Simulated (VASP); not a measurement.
Write the native input for VASP 6.6.1 that does the following.

```yaml
Task: equation of state
Functional: PBE
Dispersion: D3(BJ)
Potentials_or_basis: VASP PAW PBE potentials, release 64 (Pt, S)
Cutoff: 340 eV
k_mesh: 7 × 7 × 5
Occupations: gaussian, width 0.03 eV
Spin: no spin polarisation
Tolerance_level: standard
Purpose: equation of state
Eos_scales: "[0.92, 0.96, 1.0, 1.04, 1.08]"
Further_INCAR_settings: ALGO = Normal; EDIFF = 1e-06; NSW = 0
```

The structure of PtS2 lies in POSCAR.step2:

```
PtS2
1.0
    3.4953130487      0.0000000000      0.0000000000
   -1.7476565244      3.0270298944      0.0000000000
    0.0000000000      0.0000000000      4.9706997601
Pt S
1 2
Direct
    0.0000000000      0.0000000000      0.0000000000
    0.6666666667      0.3333333333      0.7730000000
    0.3333333333      0.6666666667      0.2270000000
```

The structure of PtS2 lies in POSCAR.step3:

```
PtS2
1.0
    3.5432000000      0.0000000000      0.0000000000
   -1.7716000000      3.0685012107      0.0000000000
    0.0000000000      0.0000000000      5.0388000000
Pt S
1 2
Direct
    0.0000000000      0.0000000000      0.0000000000
    0.6666666667      0.3333333333      0.7730000000
    0.3333333333      0.6666666667      0.2270000000
```

The structure of PtS2 lies in POSCAR.step4:

```
PtS2
1.0
    3.5898263996      0.0000000000      0.0000000000
   -1.7949131998      3.1088808573      0.0000000000
    0.0000000000      0.0000000000      5.1051076040
Pt S
1 2
Direct
    0.0000000000      0.0000000000      0.0000000000
    0.6666666667      0.3333333333      0.7730000000
    0.3333333333      0.6666666667      0.2270000000
```

The structure of PtS2 lies in POSCAR.step5:

```
PtS2
1.0
    3.6352720646      0.0000000000      0.0000000000
   -1.8176360323      3.1482379576      0.0000000000
    0.0000000000      0.0000000000      5.1697360801
Pt S
1 2
Direct
    0.0000000000      0.0000000000      0.0000000000
    0.6666666667      0.3333333333      0.7730000000
    0.3333333333      0.6666666667      0.2270000000
```

One way to write it, as run:

POSCAR.step1

```
PtS2
1.0
    3.4460767291      0.0000000000      0.0000000000
   -1.7230383645      2.9843899908      0.0000000000
    0.0000000000      0.0000000000      4.9006805776
Pt S
1 2
Direct
    0.0000000000      0.0000000000      0.0000000000
    0.6666666667      0.3333333333      0.7730000000
    0.3333333333      0.6666666667      0.2270000000
```

INCAR

```
GGA = PE
IVDW = 12
ISMEAR = 0
SIGMA = 0.03
LWAVE = False
LCHARG = False
ISIF = 2
NSW = 0
PREC = Accurate
LASPH = True
LREAL = False
ALGO = Normal
EDIFF = 1E-6
NELM = 120
GGA_COMPAT = False
ENCUT = 340
EFERMI = MIDGAP
KPAR = 2
```

KPOINTS

```
Automatic mesh
0
Gamma
  7 7 5
  0 0 0
```

Potentials or basis: VASP PAW PBE potentials, release 64 (Pt, S).

Launch:

```console
$ cat potpaw_PBE.64/Pt/POTCAR potpaw_PBE.64/S/POTCAR > POTCAR
$ cp POSCAR.step1 POSCAR
$ mpirun -np 2 vasp_std > vasp.out
$ cp POSCAR.step2 POSCAR
$ mpirun -np 2 vasp_std > vasp.out
$ cp POSCAR.step3 POSCAR
$ mpirun -np 2 vasp_std > vasp.out
$ cp POSCAR.step4 POSCAR
$ mpirun -np 2 vasp_std > vasp.out
$ cp POSCAR.step5 POSCAR
$ mpirun -np 2 vasp_std > vasp.out
```

Results of the run:

```yaml
Equilibrium_volume: 19.18 Å³/atom
Bulk_modulus_at_fixed_shape_and_positions: 133 GPa
Pressure_derivative_of_the_bulk_modulus: "4.8 (rough: it moves with the points fitted)"
```

Caveat: the cell was scaled at fixed shape and fractional positions, which overstates the stiffness of a crystal with free parameters, most of all of layers and chains; spin-orbit coupling is left out, which moves the levels of the heavy elements.

Wall time 25 s on 2 MPI ranks on AMD EPYC 9R45 96-Core Processor (Zen 5), with other jobs on the host, peak memory 0.13 GiB a rank.
